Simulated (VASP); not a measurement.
Input of a VASP 6.6.1 run:

Contents of INCAR:

```
SYSTEM = ZrH4
ALGO = Normal ; EDIFF = 1E-7
ENCUT = 520 ; GGA = PE
ISIF = 2 ; ISMEAR = 0
ISPIN = 2 ; LASPH = .TRUE.
LCHARG = .TRUE. ; LELF = .TRUE.
LMAXMIX = 4 ; LORBIT = 11
LREAL = .FALSE. ; LVHAR = .TRUE.
LWAVE = .FALSE. ; MAGMOM = 1 0 0 0 0
NBANDS = 20 ; NELM = 150
PREC = Accurate ; SIGMA = 0.1
```

File KPOINTS:

```
k-points
0
G
  6 6 6
  0 0 0
```

POSCAR

```
ZrH4
1.0
    1.8771636077     -3.0191778193      0.0000000000
    1.8771636077      3.0191778193      0.0000000000
    0.0000000000      0.0000000000      3.5293110387
Zr H
1 4
Direct
    0.0000000000      0.0000000000      0.0000000000
    0.6605525605      0.3394474395      0.0000000000
    0.3394474395      0.6605525605      0.0000000000
    0.7549914002      0.7549914002      0.5000000000
    0.2450085998      0.2450085998      0.5000000000
```

Potentials or basis: VASP PAW PBE potentials, release 64 (Zr_sv, H).

Command:

```sh
$ cat potpaw_PBE.64/Zr_sv/POTCAR potpaw_PBE.64/H/POTCAR > POTCAR
$ mpirun -np 1 vasp_std > vasp.out
```

Question: What does it give for the band gap on the k mesh?

Answer: Zero (filled and empty bands overlap).

Question: What does it give for the net moment?

Answer: 0.00 μB per cell.

Question: Estimate the pressure.

Answer: -0.2 GPa.

Forces in eV/Å, atoms in the order of the input:
```
Zr   0.000  0.000  0.000
H    0.000  0.012  0.000
H    0.000 -0.012  0.000
H    0.006  0.000  0.000
H   -0.006  0.000  0.000
```
